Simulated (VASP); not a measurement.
# BN (Cm) in VASP: notebook, part 2 of 2

VASP 6.6.1. Earlier steps stand in the parts before.

## (3) Single point, PBE (all N atoms moved +0.375 Å, as atom 2 along Cartesian [1 1 0])

File INCAR:

```
SYSTEM = BN
PREC     = Accurate       ! precision mode
ENCUT    = 520            ! plane-wave cutoff, eV
EDIFF    = 1E-7           ! SCF threshold, eV
ISMEAR   = 0              ! smearing method
SIGMA    = 0.05           ! smearing width, eV
LREAL    = .False.        ! projectors in reciprocal space
LASPH    = .True.         ! aspherical terms in the spheres
NELM     = 60             ! most SCF steps
ALGO     = Normal         ! electronic algorithm
ISIF     = 2              ! what is computed and relaxed
LWAVE    = .False.        ! write WAVECAR
LCHARG   = .False.        ! write CHGCAR
GGA      = PE             ! functional
NBANDS   = 11             ! bands
```

File KPOINTS:

```
regular mesh
0
Gamma
  12 12 12
  0 0 0
```

File POSCAR:

```
BN
1.0
    0.0000000000      1.8130010000      1.8130010000
    1.8130010000      0.0000000000      1.8130010000
    1.8130010000      1.8130010000      0.0000000000
B N
1 1
Direct
    0.0000000000      0.0000000000      0.0000000000
    0.7500000000      0.7500000000      0.8962575271
```

Potentials or basis: VASP PAW PBE potentials, release 64 (B, N).

Run with:

```bash
$ cat potpaw_PBE.64/B/POTCAR potpaw_PBE.64/N/POTCAR > POTCAR
$ mpirun -np 1 vasp_std > vasp.out
```

OUTCAR:

```text
SYSTEM = BN
   PREC = Accurate
   ENCUT = 520
   EDIFF = 1E-7
   ISMEAR = 0
   LREAL = .False.
   LASPH = .True.
   NELM = 60
   ISIF = 2
   GGA = PE

 ion  position               nearest neighbor table
   1  0.000  0.000  0.000-   2 1.28   2 1.61   2 1.61   2 1.89
   2  0.750  0.750  0.896-   1 1.28   1 1.61   1 1.61   1 1.89

  LATTYP: Found a face centered cubic cell.
 ALAT       =     3.6260020000

  Lattice vectors:

 A1 = (   0.0000000000,   1.8130010000,   1.8130010000)
 A2 = (   1.8130010000,   0.0000000000,   1.8130010000)
 A3 = (   1.8130010000,   1.8130010000,   0.0000000000)

Analysis of symmetry for initial positions (statically):
=====================================================================
 Subroutine PRICEL returns:
 Original cell was already a primitive cell.

 Routine SETGRP: Setting up the symmetry group for a
 face centered cubic supercell.

 Subroutine GETGRP returns: Found  2 space group operations
 (whereof  2 operations were pure point group operations)
 out of a pool of 48 trial point group operations.

The static configuration has the point symmetry C_1h.

Analysis of symmetry for dynamics (positions and initial velocities):
=====================================================================
 Subroutine PRICEL returns:
 Original cell was already a primitive cell.

 Routine SETGRP: Setting up the symmetry group for a
 face centered cubic supercell.

 Subroutine GETGRP returns: Found  2 space group operations
 (whereof  2 operations were pure point group operations)
 out of a pool of 48 trial point group operations.

The dynamic configuration has the point symmetry C_1h.

 Subroutine INISYM returns: Found  2 space group operations
 (whereof  2 operations are pure point group operations),
 and found     1 'primitive' translations

----------------------------------------------------------------------------------------

                                     Primitive cell

  volume of cell :      11.9186

[... 115 lines left out ...]
   AEXX    =    0.0000 exact exchange contribution
   IVDW    =     0    specifies the selected vdW correction
   LEPSILON=     F    determine dielectric tensor
   LRPA    =     F    only Hartree local field effects (RPA)
 non-spin polarized calculation
 Gauss-broadening in eV      SIGMA  =   0.05
  energy-cutoff  :      520.00
  volume of cell :       11.92
 maximum number of plane-waves:       332
   NGX =  9   NGY =  9   NGZ =  9

 number of electron       7.9999999 magnetization

 Free energy of the ion-electron system (eV)
  ---------------------------------------------------
  ext. energy  EPLUGINS =         0.00000000
  ---------------------------------------------------
  free energy    TOTEN  =       -15.80939480 eV

  energy without entropy =      -15.80939480  energy(sigma->0) =      -15.80939480

 E-fermi :   8.7418     XC(G=0): -12.7624

 val. band max:        8.4499982768   @ k =  -0.0833  -0.1667  -0.0833
 cond. band min:       9.8493199593   @ k =   0.5000   0.5000   0.0000
 fundamental gap:      1.3993216826
 Fermi energy:         8.7418453896

 k-point     1 :       0.0000    0.0000    0.0000
  band No.  band energies     occupation
      1     -12.9482      2.00000
      2       3.6475      2.00000
      3       7.7791      2.00000
      4       8.4378      2.00000
      5      15.0597      0.00000
      6      16.3441      0.00000
      7      16.7225      0.00000
      8      20.7634      0.00000
      9      30.0583      0.00000
     10      33.0432      0.00000
     11      34.7683      0.00000
[... 309 lines left out ...]
 k-point    24 :       0.0833    0.0000    0.1667
  band No.  band energies     occupation
      1     -12.3422      2.00000
      2       3.0111      2.00000
      3       6.0654      2.00000
      4       7.2225      2.00000
      5      14.7729      0.00000
      6      17.2457      0.00000
      7      17.9303      0.00000
      8      21.6087      0.00000
      9      28.2250      0.00000
     10      32.5701      0.00000
     11      33.3545      0.00000

 [... further k-points ...]

------------------------ aborting loop because EDIFF is reached ----------------------------------------

  FORCE on cell =-STRESS in cart. coord.  units (eV):
  Direction    XX          YY          ZZ          XY          YZ          ZX
  --------------------------------------------------------------------------------------
  -------------------------------------------------------------------------------------
  Total        2.5992436      2.5992436      4.1197922      2.8927596      0.9508197      0.9508221
  in kB      349.4084746    349.4084746    553.8112369    388.8649526    127.8158301    127.8161531
  external PRESSURE =     417.5427287 kB  Pullay stress =       0.0000000 kB

 VOLUME and BASIS-vectors are now :
 -----------------------------------------------------------------------------
  energy-cutoff  :      520.00
  volume of cell :       11.92
      direct lattice vectors                 reciprocal lattice vectors
     0.000000000  1.813001000  1.813001000    -0.275785838  0.275785838  0.275785838
     1.813001000  0.000000000  1.813001000     0.275785838 -0.275785838  0.275785838
     1.813001000  1.813001000  0.000000000     0.275785838  0.275785838 -0.275785838

 POSITION                                       TOTAL-FORCE (eV/Angst)
 -----------------------------------------------------------------------------------
      0.00000      0.00000      0.00000         6.166058      6.166058      6.621913
      2.98467      2.98467      2.71950        -6.166058     -6.166058     -6.621913
 -----------------------------------------------------------------------------------
    total drift:                               -0.000047     -0.000047     -0.000026

  FREE ENERGIE OF THE ION-ELECTRON SYSTEM (eV)
  ---------------------------------------------------
  free  energy   TOTEN  =       -15.8093947996 eV

  energy  without entropy=      -15.8093947996  energy(sigma->0) =      -15.80939480
```

OSZICAR:

```text
N       E                     dE             d eps       ncg     rms          rms(c)
DAV:   1     0.115083957457E+02    0.11508E+02   -0.50471E+03 10779   0.725E+02
DAV:   2    -0.167757087495E+02   -0.28284E+02   -0.27477E+02 12491   0.167E+02
DAV:   3    -0.172960020594E+02   -0.52029E+00   -0.51957E+00 12281   0.193E+01
DAV:   4    -0.172966174677E+02   -0.61541E-03   -0.61540E-03 11183   0.752E-01
DAV:   5    -0.172966181157E+02   -0.64805E-06   -0.64805E-06 12146   0.236E-02    0.812E+00
DAV:   6    -0.159292116137E+02    0.13674E+01   -0.47472E+00 11630   0.126E+01    0.366E+00
DAV:   7    -0.158287251158E+02    0.10049E+00   -0.19202E-01 11962   0.367E+00    0.217E+00
DAV:   8    -0.158091801488E+02    0.19545E-01   -0.54743E-02 12077   0.182E+00    0.285E-01
DAV:   9    -0.158093146781E+02   -0.13453E-03   -0.26613E-03 11171   0.471E-01    0.112E-01
DAV:  10    -0.158093834713E+02   -0.68793E-04   -0.25205E-04 11735   0.129E-01    0.284E-02
DAV:  11    -0.158093941779E+02   -0.10707E-04   -0.21692E-05 11528   0.402E-02    0.146E-02
DAV:  12    -0.158093946501E+02   -0.47217E-06   -0.20652E-06 11566   0.106E-02    0.381E-03
DAV:  13    -0.158093947867E+02   -0.13660E-06   -0.13873E-07 11346   0.335E-03    0.430E-04
DAV:  14    -0.158093947996E+02   -0.12904E-07   -0.61015E-09  5341   0.580E-04
   1 F= -.15809395E+02 E0= -.15809395E+02  d E =-.107749E-18
```

Run time: 54 s. Hardware: 1 thread of AMD EPYC 9R45 (Zen 5), shared host; peak memory 0.13 GiB.

What came out:

| Quantity | Value |
| --- | --- |
| Free energy | -15.8094 eV |
| Pressure | 41.8 GPa |
| Largest force | 10.949 eV/Å |
| Band gap on the k mesh | 1.40 eV, indirect (least direct gap 5.77 eV) |

Forces in eV/Å, atoms in the order of the input:
```
B    6.166  6.166  6.622
N   -6.166 -6.166 -6.622
```

Levels at points of the mesh, in eV from the valence-band top:
| k point | band 1 | band 2 | band 3 | band 4 | band 5 | band 6 | band 7 | band 8 |
| --- | --- | --- | --- | --- | --- | --- | --- | --- |
| (0.00, 0.00, 0.00) | -21.40 | -4.80 | -0.67 | -0.01 | 6.61 | 7.89 | 8.27 | 12.31 |
| (0.50, 0.00, 0.00) | -17.45 | -11.78 | -5.25 | -0.66 | 5.11 | 7.85 | 13.47 | 15.64 |
| (0.00, 0.00, 0.50) | -17.33 | -11.21 | -5.56 | -1.73 | 5.78 | 8.06 | 12.15 | 12.70 |
| (0.50, 0.50, 0.50) | -17.67 | -12.33 | -3.79 | -1.65 | 6.84 | 10.06 | 13.61 | 13.99 |
| (0.50, 0.50, 0.00) | -16.41 | -10.38 | -6.03 | -4.49 | 1.40 | 6.40 | 16.70 | 17.85 |
| (0.00, 0.50, 0.50) | -16.15 | -10.30 | -6.78 | -5.06 | 2.62 | 6.61 | 16.54 | 17.51 |

Caveat: the cell differs from its parent crystal (all N atoms moved +0.375 Å, as atom 2 along Cartesian [1 1 0]); forces of over 1 eV/Å act on the atoms, so gaps and moduli don't describe the material at rest.

## (4) Single point, PBE (all N atoms moved -0.250 Å, as atom 2 along Cartesian [1 1 0])

File INCAR:

```
ALGO = Normal
EDIFF = 1E-6
ENCUT = 520
GGA = PE
ISIF = 2
ISMEAR = 0
LASPH = T
LCHARG = F
LREAL = F
LWAVE = F
NBANDS = 11
NELM = 100
PREC = Accurate
SIGMA = 0.05
```

File KPOINTS:

```
k-points
0
Gamma
  12 12 12
```

POSCAR, as its differences from that of step 3:

```diff
@@ -9,2 +9,2 @@
     0.0000000000      0.0000000000      0.0000000000
-    0.7500000000      0.7500000000      0.8962575271
+    0.7500000000      0.7500000000      0.6524949819
```

Run with:

```bash
$ cat potpaw_PBE.64/B/POTCAR potpaw_PBE.64/N/POTCAR > POTCAR
$ mpirun -np 1 vasp_std > vasp.out
```

Run time: 43 s. Hardware: 1 thread of AMD EPYC 9R45 (Zen 5), shared host; peak memory 0.13 GiB.

It converged, with:

```
Free energy            : -16.7173 eV
Pressure               : 18.0 GPa
Largest force          : 6.527 eV/Å
Band gap on the k mesh : 2.27 eV, indirect (least direct gap 6.59 eV)
```

Forces on the atoms (eV/Å):
```
B   -4.121 -4.121  2.939
N    4.121  4.121 -2.939
```

Stress tensor (GPa, compression positive):
```
15.99 18.62 -5.35
18.62 15.99 -5.35
-5.35 -5.35 22.06
```

Levels at points of the mesh, in eV from the valence-band top:
```
           k point  band 1  band 2  band 3  band 4  band 5  band 6  band 7  band 8  band 9
(0.00, 0.00, 0.00)  -21.50   -3.79   -1.06    0.00    6.93    6.96    8.34   10.46   22.51
(0.50, 0.00, 0.00)  -17.42  -11.93   -4.88   -1.38    5.86    8.31   13.44   13.70   21.06
(0.00, 0.00, 0.50)  -17.54  -12.40   -3.77   -2.08    7.39    9.64   12.05   14.28   19.93
(0.50, 0.50, 0.50)  -17.36  -11.46   -4.90   -2.37    6.74    8.20   11.41   12.52   21.98
(0.50, 0.50, 0.00)  -16.22  -10.41   -6.17   -5.41    2.27    6.76   16.48   18.43   19.49
(0.00, 0.50, 0.50)  -16.09  -10.32   -6.79   -5.46    2.80    7.14   16.19   17.97   18.92
```

Caveat: the cell differs from its parent crystal (all N atoms moved -0.250 Å, as atom 2 along Cartesian [1 1 0]); forces of over 1 eV/Å act on the atoms, so gaps and moduli don't describe the material at rest. A k mesh can miss the band edges.
